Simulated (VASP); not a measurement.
Input of a VASP 6.6.1 run:

INCAR

```
SYSTEM = Li
  PREC = Accurate
  ENCUT = 600
  EDIFF = 1E-7
  ISMEAR = 0
  SIGMA = 0.05
  LREAL = .FALSE.
  LASPH = .TRUE.
  NELM = 100
  ALGO = Normal
  ISIF = 3
  LWAVE = .FALSE.
  LCHARG = .FALSE.
  GGA = CA
  IBRION = 2
  NSW = 80
  EDIFFG = -0.02
```

The input KPOINTS:

```
Automatic mesh
0
G
  16 16 16
  0 0 0
```

The input POSCAR:

```
Li
1.0
   -1.7546500000      1.7546500000      1.7546500000
    1.7546500000     -1.7546500000      1.7546500000
    1.7546500000      1.7546500000     -1.7546500000
Li
1
Direct
    0.0000000000      0.0000000000      0.0000000000
```

Potentials or basis: VASP PAW LDA potentials, release 64 (Li_sv).

Launch:

```sh
$ cat potpaw_LDA.64/Li_sv/POTCAR > POTCAR
$ mpirun -np 1 vasp_std > vasp.out
```

Q: Estimate the relaxed volume.

A: 18.69 Å³/atom.

Q: What does it give for the space group after relaxing (to 0.1 Å)?

A: Im-3m (No. 229).

Q: Estimate the relaxed cell.

A: a = 2.896 Å, b = 2.896 Å, c = 2.896 Å, α = 109.47°, β = 109.47°, γ = 109.47°.

Final structure:
```yaml
crystal:
  lattice:
    - [-1.67189, 1.67189, 1.67189]
    - [1.67189, -1.67189, 1.67189]
    - [1.67189, 1.67189, -1.67189]
  atoms:
    - { symbol: Li, position: [0.00000, 0.00000, 0.00000] }
```

Caveat: the cutoff is under 1.25 times the usual one of these potentials, so pressure, stress and relaxed cells hold a basis-set (Pulay) error. LDA usually gives volumes a few per cent too small.
